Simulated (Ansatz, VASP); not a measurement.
**Two plane-wave programs on CaCu4Bi**

File INCAR:

```
SYSTEM = CaCu4Bi
  PREC = Accurate
  ENCUT = 520
  EDIFF = 1E-6
  ISMEAR = 0
  SIGMA = 0.1
  LREAL = .FALSE.
  LASPH = .TRUE.
  NELM = 100
  ALGO = Fast
  ISIF = 2
  LWAVE = .FALSE.
  LCHARG = .TRUE.
  GGA = PE
  LELF = .TRUE.
  LVHAR = .TRUE.
  NBANDS = 44
```

File KPOINTS:

```
regular mesh
0
G
  4 4 4
  0 0 0
```

POSCAR

```
CaCu4Bi
1.0
    0.0000000000      3.6386760200      3.6386760200
    3.6386760200      0.0000000000      3.6386760200
    3.6386760200      3.6386760200      0.0000000000
Ca Cu Bi
1 4 1
Direct
    0.0000000000      0.0000000000      0.0000000000
    0.6252265100      0.6252265100      0.1243204700
    0.6252265100      0.1243204700      0.6252265100
    0.6252265100      0.6252265100      0.6252265100
    0.1243204700      0.6252265100      0.6252265100
    0.2500000000      0.2500000000      0.2500000000
```

Input for Ansatz:

```yaml
crystal:
  lattice:
    - [0.0, 3.63867602, 3.63867602]
    - [3.63867602, 0.0, 3.63867602]
    - [3.63867602, 3.63867602, 0.0]
  atoms:
    - { symbol: Ca, position: [0.0, 0.0, 0.0] }
    - { symbol: Cu, position: [0.62522651, 0.62522651, 0.12432047] }
    - { symbol: Cu, position: [0.62522651, 0.12432047, 0.62522651] }
    - { symbol: Cu, position: [0.62522651, 0.62522651, 0.62522651] }
    - { symbol: Cu, position: [0.12432047, 0.62522651, 0.62522651] }
    - { symbol: Bi, position: [0.25, 0.25, 0.25] }
basis:
  ecutwfc: 420
kpoints:
  mp_grid: { grid: [4, 4, 4] }
hamiltonian:
  xc: pbe
scf:
  occupations: { method: gaussian, width: 0.1 }
  lower_state_search: "off"
output:
  forces: true
  stress: true
  eigenvalues: true
```

Change from the starting cell: species swapped into the MgInCu4 type (F-43m, No. 216).

Alike in both runs: task single point; functional PBE; k mesh 4 × 4 × 4; occupations gaussian, width 0.1 eV; no spin polarisation.

|  | VASP | Ansatz |
| --- | --- | --- |
| version | VASP 6.6.1 | Ansatz 0.2.0 |
| potentials or method | VASP PAW PBE potentials, release 64 (Ca_sv, Cu, Bi_d), cutoff 520 eV | scalar-relativistic, plane waves, PAW |
| valence electrons in the cell | 69 | 101 |

Ansatz gave:

```
gap on the k mesh at the Fermi level (eV) : none
pressure (GPa)                            : 6.6
rms of the force components (eV/Å)        : 0.026
```

Task: What did VASP give for the same quantities?

Result: gap on the k mesh at the Fermi level (eV): none; pressure (GPa): 7.0; rms of the force components (eV/Å): 0.027.

Atom by atom the forces differ by 0.001 eV/Å (rms over components). A gap of «none» marks a metal or a gap that the smearing closes. With one functional, cell and mesh, what is left measures potentials, basis and numerics. VASP's potentials hold 69 valence electrons a cell and Ansatz's 101, so a difference there can come from the potentials and not from the codes.

The k mesh is coarse, so the values compare programs but aren't converged. Spin-orbit coupling is off throughout.
